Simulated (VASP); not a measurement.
# SiGe3 (P-6m2) in VASP: further runs

Runs on SiGe3. Level: PBE. Tasks: single point.

Everything below comes from runs of VASP 6.6.1. Logs are shortened: lines on timing, memory, paths and dates and some standing lists are left out, and cuts for length are marked.

## 1. The cell of the first run

The structure is hexagonal, space group P-6m2 (No. 187). The conventional cell has a = 2.938 Å, b = 2.938 Å, c = 9.771 Å, α = 90.00°, β = 90.00°, γ = 120.00°. Si (site symmetry -6m2) has 6 Si at 2.94 Å and 6 Ge at 2.97 Å within 3.9 Å. Ge (site symmetry -6m2) has 12 Ge at 2.94 to 2.97 Å within 3.9 Å. Within 3.9 Å of Ge (site symmetry 3m) lie 9 Ge at 2.94 to 2.97 Å and 3 Si at 2.97 Å.

## 2. Single point, PBE

File INCAR:

```
SYSTEM = SiGe3
ALGO     = Normal         ! electronic algorithm
EDIFF    = 1E-6           ! SCF threshold, eV
ENCUT    = 520            ! plane-wave cutoff, eV
GGA      = PE             ! functional
ISIF     = 2              ! what is computed and relaxed
ISMEAR   = 0              ! smearing method
LASPH    = .TRUE.         ! aspherical terms in the spheres
LCHARG   = .TRUE.         ! write CHGCAR
LELF     = .TRUE.         ! ELF
LREAL    = .FALSE.        ! projectors in reciprocal space
LVHAR    = .TRUE.       
LWAVE    = .FALSE.        ! write WAVECAR
NBANDS   = 31             ! bands
NELM     = 60             ! most SCF steps
PREC     = Accurate       ! precision mode
SIGMA    = 0.1            ! smearing width, eV
```

File KPOINTS:

```
k-points
0
G
  6 6 2
  0 0 0
```

File POSCAR:

```
SiGe3
1.0
    2.9380879600      0.0000000000      0.0000000000
   -1.4690439800      2.5444588100      0.0000000000
    0.0000000000      0.0000000000      9.7713586800
Si Ge
1 3
Direct
    0.6666666700      0.3333333300      0.0000000000
    0.6666666700      0.3333333300      0.5000000000
    0.3333333300      0.6666666700      0.7500000000
    0.3333333300      0.6666666700      0.2500000000
```

Potentials or basis: VASP PAW PBE potentials, release 64 (Si, Ge_d).

On the command line:

```sh
$ cat potpaw_PBE.64/Si/POTCAR potpaw_PBE.64/Ge_d/POTCAR > POTCAR
$ mpirun -np 1 vasp_std > vasp.out
```

OUTCAR:

```text
SYSTEM = SiGe3
   EDIFF = 1E-6
   ENCUT = 520
   GGA = PE
   ISIF = 2
   ISMEAR = 0
   LASPH = .TRUE.
   LREAL = .FALSE.
   NELM = 60
   PREC = Accurate

 ion  position               nearest neighbor table
   1  0.667  0.333  0.000-   3 2.97   4 2.97   3 2.97   4 2.97   3 2.97   4 2.97
   2  0.667  0.333  0.500-
   3  0.333  0.667  0.750-   1 2.97   1 2.97   1 2.97
   4  0.333  0.667  0.250-   1 2.97   1 2.97   1 2.97

  LATTYP: Found a hexagonal cell.
 ALAT       =     2.9380879600
 C/A-ratio  =     3.3257543045

  Lattice vectors:

 A1 = (   2.9380879600,   0.0000000000,   0.0000000000)
 A2 = (  -1.4690439800,   2.5444588100,   0.0000000000)
 A3 = (   0.0000000000,   0.0000000000,   9.7713586800)

Analysis of symmetry for initial positions (statically):
=====================================================================
 Subroutine PRICEL returns:
 Original cell was already a primitive cell.

 Routine SETGRP: Setting up the symmetry group for a
 hexagonal supercell.

 Subroutine GETGRP returns: Found 12 space group operations
 (whereof 12 operations were pure point group operations)
 out of a pool of 24 trial point group operations.

The static configuration has the point symmetry D_3h.

Analysis of symmetry for dynamics (positions and initial velocities):
=====================================================================
 Subroutine PRICEL returns:
 Original cell was already a primitive cell.

 Routine SETGRP: Setting up the symmetry group for a
 hexagonal supercell.

 Subroutine GETGRP returns: Found 12 space group operations
 (whereof 12 operations were pure point group operations)
 out of a pool of 24 trial point group operations.

The dynamic configuration has the point symmetry D_3h.

 Subroutine INISYM returns: Found 12 space group operations
 (whereof 12 operations are pure point group operations),
 and found     1 'primitive' translations

----------------------------------------------------------------------------------------

                                     Primitive cell

  volume of cell :      73.0492

  direct lattice vectors                    reciprocal lattice vectors
     2.938087960  0.000000000  0.000000000     0.340357407  0.196505441  0.000000000
    -1.469043980  2.544458810  0.000000000     0.000000000  0.393010882  0.000000000
     0.000000000  0.000000000  9.771358680     0.000000000  0.000000000  0.102339913

  length of vectors
     2.938087960  2.938087958  9.771358680     0.393010881  0.393010882  0.102339913

  position of ions in fractional coordinates (direct lattice)
     0.666666670  0.333333330  0.000000000
     0.666666670  0.333333330  0.500000000
     0.333333330  0.666666670  0.750000000
     0.333333330  0.666666670  0.250000000

  ion indices of the primitive-cell ions
   primitive index   ion index
                 1           1
                 2           2
                 3           3
                 4           4

----------------------------------------------------------------------------------------

 KPOINTS: k-points

Automatic generation of k-mesh.
 Grid dimensions read from file:
 generate k-points for:    6    6    2

 Generating k-lattice:

  Cartesian coordinates                     Fractional coordinates (reciprocal lattice)
     0.056726235  0.032750907  0.000000000     0.166666667 -0.000000000  0.000000000
     0.000000000  0.065501814  0.000000000     0.000000000  0.166666667  0.000000000
     0.000000000  0.000000000  0.051169957     0.000000000  0.000000000  0.500000000

  Length of vectors
     0.065501814  0.065501814  0.051169957

  Shift w.r.t. Gamma in fractional coordinates (k-lattice)
     0.000000000  0.000000000  0.000000000

 Subroutine IBZKPT returns following result:
 ===========================================

 Found     14 irreducible k-points:

 Following reciprocal coordinates:
            Coordinates               Weight
  0.000000  0.000000  0.000000      1.000000
  0.166667  0.000000  0.000000      6.000000
  0.333333  0.000000  0.000000      6.000000
  0.500000  0.000000  0.000000      3.000000
  0.166667  0.166667  0.000000      6.000000
  0.333333  0.166667  0.000000     12.000000
  0.333333  0.333333  0.000000      2.000000
  0.000000  0.000000  0.500000      1.000000
  0.166667  0.000000  0.500000      6.000000
  0.333333  0.000000  0.500000      6.000000
  0.500000  0.000000  0.500000      3.000000
  0.166667  0.166667  0.500000      6.000000
  0.333333  0.166667  0.500000     12.000000
  0.333333  0.333333  0.500000      2.000000
   k-points           NKPTS =     14   k-points in BZ     NKDIM =     14   number of bands    NBANDS=     31
   number of dos      NEDOS =    301   number of ions     NIONS =      4
   total plane-waves  NPLWV =  46080
   dimension x,y,z NGX =    24 NGY =   24 NGZ =   80
   dimension x,y,z NGXF=    48 NGYF=   48 NGZF=  160
   ions per type =               1   3
   NGX,Y,Z   is equivalent  to a cutoff of  13.58, 13.58, 13.61 a.u.
   NGXF,Y,Z  is equivalent  to a cutoff of  27.16, 27.16, 27.22 a.u.
 SYSTEM =  SiGe3
   PREC   = accura    normal or accurate (medium, high low for compatibility)
   ISTART =      0    job   : 0-new  1-cont  2-samecut
   ICHARG =      2    charge: 1-file 2-atom 10-const
   ISPIN  =      1    spin polarized calculation?
   LNONCOLLINEAR =      F non collinear calculations
   LSORBIT =      F    spin-orbit coupling
   LASPH  =      T    aspherical Exc in radial PAW
   ENCUT  =  520.0 eV  38.22 Ry    6.18 a.u.   5.46  5.46 18.17*2*pi/ulx,y,z
   NELM   =     60;   NELMIN=  2; NELMDL= -5     # of ELM steps
   EDIFF  = 0.1E-05   stopping-criterion for ELM
   LREAL  =      F    real-space projection
   EDIFFG = 0.1E-04   stopping-criterion for IOM
   NSW    =      0    number of steps for IOM
   IBRION =     -1    ionic relax: 0-MD 1-quasi-New 2-CG
   NFREE  =      0    steps in history (QN), initial steepest desc. (CG)
   ISIF   =      2    stress and relaxation
   ISYM   =      2    0-nonsym 1-usesym 2-fastsym
   POTIM  = 0.5000    time-step for ionic-motion
   TEBEG  =    0.0;   TEEND  =   0.0 temperature during run
   PSTRESS=    0.0 pullay stress
   NELECT =      46.0000    total number of electrons
   NUPDOWN=      -1.0000    fix difference up-down
   EMIN   =  10.00;   EMAX   =-10.00  energy-range for DOS
   EFERMI =   0.00;   METHOD = LEGACY
   ISMEAR =     0;   SIGMA  =   0.10  broadening in eV -4-tet -1-fermi 0-gaus
   EFERMI_NEDOS =   21; number of points for ismear=-14 and -15
   IALGO  =     38    algorithm
   IMIX   =      4    mixing-type and parameters
     AMIX     =   0.40;   BMIX     =  1.00
     AMIX_MAG =   1.60;   BMIX_MAG =  1.00
  volume/ion in A,a.u.               =      18.26       123.24
  Fermi-wavevector in a.u.,A,eV,Ry     =   1.403209  2.651681 26.789813  1.968996
  Thomas-Fermi vector in A             =   2.525894
   LORBIT       =      0    0 simple, 1 ext, 2 COOP (PROOUT), +10 PAW based schemes
   GGA     = PE    functional components
   LHFCALC =     F    Hartree Fock is set to
   AEXX    =    0.0000 exact exchange contribution
   IVDW    =     0    specifies the selected vdW correction
   LEPSILON=     F    determine dielectric tensor
   LRPA    =     F    only Hartree local field effects (RPA)
 non-spin polarized calculation
 Gauss-broadening in eV      SIGMA  =   0.10
  energy-cutoff  :      520.00
  volume of cell :       73.05
 maximum number of plane-waves:      2017
 NGX is ok and might be reduce to    24
   NGX = 11   NGY = 11   NGZ = 37

 number of electron      45.9999985 magnetization

 Free energy of the ion-electron system (eV)
  ---------------------------------------------------
  ext. energy  EPLUGINS =         0.00000000
  ---------------------------------------------------
  free energy    TOTEN  =       -17.20001883 eV

  energy without entropy =      -17.18887569  energy(sigma->0) =      -17.19444726

 E-fermi :   7.4703     XC(G=0): -11.1682

 val. band max:        7.4603081926   @ k =   0.1667   0.1667   0.5000
 cond. band min:       7.4985818240   @ k =   0.1667   0.1667   0.5000
 fundamental gap:      0.0382736314
 Fermi energy:         7.4703065694

 k-point     1 :       0.0000    0.0000    0.0000
  band No.  band energies     occupation
      1     -17.6079      2.00000
      2     -17.5973      2.00000
      3     -17.5973      2.00000
      4     -17.5779      2.00000
      5     -17.5765      2.00000
      6     -17.5760      2.00000
[... 23 lines left out ...]
     30      16.1212      0.00000
     31      16.1212      0.00000

 k-point     2 :       0.1667    0.0000    0.0000
  band No.  band energies     occupation
      1     -17.6127      2.00000
      2     -17.5910      2.00000
      3     -17.5875      2.00000
      4     -17.5762      2.00000
      5     -17.5726      2.00000
      6     -17.5668      2.00000
[... 23 lines left out ...]
     30      15.3099      0.00000
     31      16.1377      0.00000

 k-point     3 :       0.3333    0.0000    0.0000
  band No.  band energies     occupation
      1     -17.6350      2.00000
      2     -17.6064      2.00000
      3     -17.5940      2.00000
      4     -17.5884      2.00000
      5     -17.5746      2.00000
      6     -17.5636      2.00000
[... 23 lines left out ...]
     30      12.1974      0.00000
     31      14.0401      0.00000

 k-point     4 :       0.5000    0.0000    0.0000
  band No.  band energies     occupation
      1     -17.6461      2.00000
      2     -17.6151      2.00000
      3     -17.6040      2.00000
      4     -17.6008      2.00000
      5     -17.5818      2.00000
      6     -17.5685      2.00000
[... 295 lines left out ...]
     30      13.8053      0.00000
     31      13.8621      0.00000

 k-point    13 :       0.3333    0.1667    0.5000
  band No.  band energies     occupation
      1     -17.6160      2.00000
      2     -17.6051      2.00000
      3     -17.5838      2.00000
      4     -17.5814      2.00000
      5     -17.5713      2.00000
      6     -17.5697      2.00000
[... 23 lines left out ...]
     30      11.9347      0.00000
     31      12.1989      0.00000

 k-point    14 :       0.3333    0.3333    0.5000
  band No.  band energies     occupation
      1     -17.6024      2.00000
      2     -17.5897      2.00000
      3     -17.5827      2.00000
      4     -17.5595      2.00000
      5     -17.5511      2.00000
      6     -17.5433      2.00000
[... 23 lines left out ...]
     30      10.7774      0.00000
     31      10.8590      0.00000

------------------------ aborting loop because EDIFF is reached ----------------------------------------

  FORCE on cell =-STRESS in cart. coord.  units (eV):
  Direction    XX          YY          ZZ          XY          YZ          ZX
  --------------------------------------------------------------------------------------
  -------------------------------------------------------------------------------------
  Total        0.4839231      0.4839231     -1.5826008      0.0000000      0.0000000     -0.0000000
  in kB       10.6138221     10.6138221    -34.7109734      0.0000000      0.0000000     -0.0000000
  external PRESSURE =      -4.4944431 kB  Pullay stress =       0.0000000 kB

 VOLUME and BASIS-vectors are now :
 -----------------------------------------------------------------------------
  energy-cutoff  :      520.00
  volume of cell :       73.05
      direct lattice vectors                 reciprocal lattice vectors
     2.938087960  0.000000000  0.000000000     0.340357407  0.196505441  0.000000000
    -1.469043980  2.544458810  0.000000000     0.000000000  0.393010882  0.000000000
     0.000000000  0.000000000  9.771358680     0.000000000  0.000000000  0.102339913

 POSITION                                       TOTAL-FORCE (eV/Angst)
 -----------------------------------------------------------------------------------
      1.46904      0.84815      0.00000         0.000000     -0.000000      0.000000
      1.46904      0.84815      4.88568         0.000000     -0.000000      0.000000
     -0.00000      1.69631      7.32852        -0.000000      0.000000      0.387471
     -0.00000      1.69631      2.44284        -0.000000      0.000000     -0.387471
 -----------------------------------------------------------------------------------
    total drift:                                0.000007     -0.000004     -0.000000

  FREE ENERGIE OF THE ION-ELECTRON SYSTEM (eV)
  ---------------------------------------------------
  free  energy   TOTEN  =       -17.2000188345 eV

  energy  without entropy=      -17.1888756882  energy(sigma->0) =      -17.19444726
```

Run time: 51 s. Hardware: 1 thread of Intel Xeon 8259CL, shared host; peak memory 0.2 GiB.

Results:

| Item | Value |
| --- | --- |
| Free energy | -17.2000 eV |
| Pressure | -0.4 GPa |
| Largest force | 0.387 eV/Å |
| Band gap on the k mesh | zero (bands 23 and 24 overlap by 9.58 eV) |

Forces in eV/Å, atoms in the order of the input:
```
Si   0.000  0.000  0.000
Ge   0.000  0.000  0.000
Ge   0.000  0.000  0.387
Ge   0.000  0.000 -0.387
```

Stress tensor (GPa, compression positive):
```
 1.06  0.00  0.00
 0.00  1.06  0.00
 0.00  0.00 -3.47
```

Levels at points of the mesh, in eV from the Fermi level:
| k point | band 20 | band 21 | band 22 | band 23 | band 24 | band 25 | band 26 | band 27 |
| --- | --- | --- | --- | --- | --- | --- | --- | --- |
| (0.00, 0.00, 0.00) | -6.01 | 0.64 | 0.65 | 6.80 | 6.80 | 7.71 | 7.71 | 8.01 |
| (0.50, 0.00, 0.00) | -5.29 | -5.21 | -2.81 | -2.04 | -1.27 | 0.85 | 2.60 | 4.01 |
| (0.00, 0.00, 0.50) | -3.43 | -3.41 | 5.21 | 5.25 | 6.96 | 6.96 | 7.27 | 7.27 |
| (0.50, 0.00, 0.50) | -4.78 | -4.57 | -3.66 | -3.51 | 1.18 | 1.39 | 2.81 | 2.95 |

Caveat: the k points lie up to 0.41 Å⁻¹ apart, too coarse for converged energies and pressures of a metal.

## 3. Single point, PBE

File INCAR:

```
SYSTEM = SiGe3
PREC = Accurate
ENCUT = 520
EDIFF = 1E-6
ISMEAR = 0
SIGMA = 0.1
LREAL = .False.
LASPH = .True.
NELM = 60
ALGO = Normal
ISIF = 2
LWAVE = .False.
LCHARG = .False.
GGA = PE
NBANDS = 31
```

File KPOINTS:

```
Automatic mesh
0
Gamma
  18 18 6
  0 0 0
```

File POSCAR:

```
SiGe3
1.0
    2.9553510376      0.0000000000      0.0000000000
   -1.4776755188      2.5594090756      0.0000000000
    0.0000000000      0.0000000000      9.6401957883
Si Ge
1 3
Direct
    0.6666666667      0.3333333333      0.0000000000
    0.6666666667      0.3333333333      0.5000000000
    0.3333333333      0.6666666667      0.7634417063
    0.3333333333      0.6666666667      0.2365582937
```

Potentials or basis: VASP PAW PBE potentials, release 64 (Si, Ge_d).

On the command line:

```sh
$ cat potpaw_PBE.64/Si/POTCAR potpaw_PBE.64/Ge_d/POTCAR > POTCAR
$ mpirun -np 1 vasp_std > vasp.out
```

Wall time 6.1 min (1 thread of Intel Xeon 8259CL, shared host); peak memory 0.38 GiB.

The run converged. Its results:

* Free energy: -17.3097 eV
* Pressure: 0.0 GPa
* Band gap on the k mesh: zero (bands 23 and 24 overlap by 9.14 eV)

Levels at points of the mesh, in eV from the Fermi level:
| k point | band 21 | band 22 | band 23 | band 24 | band 25 | band 26 |
| --- | --- | --- | --- | --- | --- | --- |
| (0.00, 0.00, 0.00) | 1.22 | 1.36 | 6.64 | 6.64 | 7.95 | 7.95 |
| (0.50, 0.00, 0.00) | -4.90 | -2.34 | -1.51 | -0.96 | 1.16 | 2.57 |
| (0.00, 0.00, 0.50) | -2.67 | 5.51 | 6.51 | 6.71 | 6.71 | 7.53 |
| (0.50, 0.00, 0.50) | -4.06 | -3.54 | -2.84 | 1.40 | 2.00 | 2.73 |
